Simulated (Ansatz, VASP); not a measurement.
# PbSe in VASP and in Ansatz

Contents of INCAR:

```
SYSTEM = PbSe
  ALGO = Normal
  EDIFF = 1E-8
  ENCUT = 400
  GGA = PE
  GGA_COMPAT = .FALSE.
  ISIF = 2
  ISMEAR = -1
  LASPH = .TRUE.
  LCHARG = .FALSE.
  LEFG = .TRUE.
  LREAL = .FALSE.
  LWAVE = .FALSE.
  NBANDS = 17
  NELM = 120
  PREC = Accurate
  SIGMA = 0.02
```

File KPOINTS:

```
k-points
0
G
  7 7 7
  0 0 0
```

File POSCAR:

```
PbSe
1.0
   -0.0459322500      3.0621500000      3.0621500000
    3.0621500000     -0.0459322500      3.0621500000
    3.0162177500      3.0162177500      0.0000000000
Pb Se
1 1
Direct
    0.0000000000      0.0000000000      0.0000000000
    0.5000000000      0.5000000000      0.5000000000
```

Input for Ansatz:

```yaml
crystal:
  lattice:
    - [-0.04593225, 3.06215, 3.06215]
    - [3.06215, -0.04593225, 3.06215]
    - [3.01621775, 3.01621775, 0.0]
  atoms:
    - { symbol: Pb, position: [0.0, 0.0, 0.0] }
    - { symbol: Se, position: [0.5, 0.5, 0.5] }
kpoints:
  mp_grid: { grid: [7, 7, 7] }
scf:
  occupations: { method: fermi_dirac, width: 0.02 }
hamiltonian:
  xc: pbe
  pseudopotentials: { kind: all_electron, datasets: crystal }
output:
  forces: true
  stress: true
  eigenvalues: true
  efg: { contact_densities: true }
```

Change from the starting cell: xy shear strain of -3 %, crystal datasets.

Alike in both runs: task electric field gradients; functional PBE; k mesh 7 × 7 × 7; occupations fermi-dirac, width 0.02 eV; no spin polarisation.

```csv
,VASP,Ansatz
version,VASP 6.6.1,Ansatz 0.2.0
potentials or method,"VASP PAW PBE potentials, release 64 (Pb_d, Se), cutoff 400 eV","all-electron PAW with datasets made for the crystal, scalar-relativistic"
```

Ansatz gave:

```
pressure (GPa)                                                : 2.3
traceless stress, the component that is largest in VASP (GPa) : 0.50
size of Vzz on the site where it differs most (V/Å²)          : 5.8
```

Problem. Estimate VASP's values.

Solution. Pressure (GPa): 2.3; traceless stress, the component that is largest in VASP (GPa): 0.51; size of Vzz on the site where it differs most (V/Å²): 3.1.

Ansatz ran all-electron here, and VASP with PAW potentials.

Neither program's run includes spin-orbit coupling.
